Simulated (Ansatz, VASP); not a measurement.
## Cd3Te2Se in VASP and in Ansatz

```xyz
12
Lattice="4.5788 -0.0016 0.0001 -2.2908 3.9676 -0.0003 0.0003 -0.0016 22.4850" Properties=species:S:1:pos:R:3 pbc="T T T"
Cd   -0.0036    2.6473    0.1505
Cd   -0.0050    2.6364    7.4998
Cd   -0.0008    2.6433   14.8388
Cd    2.2911    1.3291    3.5983
Cd    2.2960    1.3162   11.3925
Cd    2.2876    1.3226   18.7448
Te    0.0062    2.6395   10.3609
Te   -0.0014    2.6458   17.7133
Te    2.2846    1.3137    6.4723
Te    2.2859    1.3223   21.6037
Se    0.0009    2.6510    2.8351
Se    2.2889    1.3196   14.0774
```

Change from the starting cell: cell x1, atoms moved at random (sigma 0.1 Å) and cell strained at random (1.5 %), then relaxed without symmetry.

Alike in both runs: functional PBE; k mesh 6 × 6 × 1; occupations gaussian, width 0.2 eV; no spin polarisation.

Ansatz relaxed the structure, and its values are those at the end. VASP's run is a single point on that final structure, the one shown.

```csv
,VASP,Ansatz
version,VASP 6.6.1,Ansatz 0.2.0
potentials or method,"VASP PAW PBE potentials, release 64 (Cd, Te, Se), cutoff 520 eV","scalar-relativistic, plane waves, PAW"
valence electrons in the cell,108,216
```

|  | VASP | Ansatz | Ansatz less VASP |
| --- | --- | --- | --- |
| gap on the k mesh at the Fermi level (eV) | 0.26 | 0.26 | +0.004 |
| least direct gap on the mesh (eV) | 0.26 | 0.26 | +0.004 |
| pressure (GPa) | 0.2 | 0.0 | -0.14 |
| rms of the force components (eV/Å) | 0.006 | 0.004 | -0.0019 |

With one functional, cell and mesh, what is left measures potentials, basis and numerics. VASP's potentials hold 108 valence electrons a cell and Ansatz's 216, so a difference there can come from the potentials and not from the codes.

Spin-orbit coupling is off throughout.
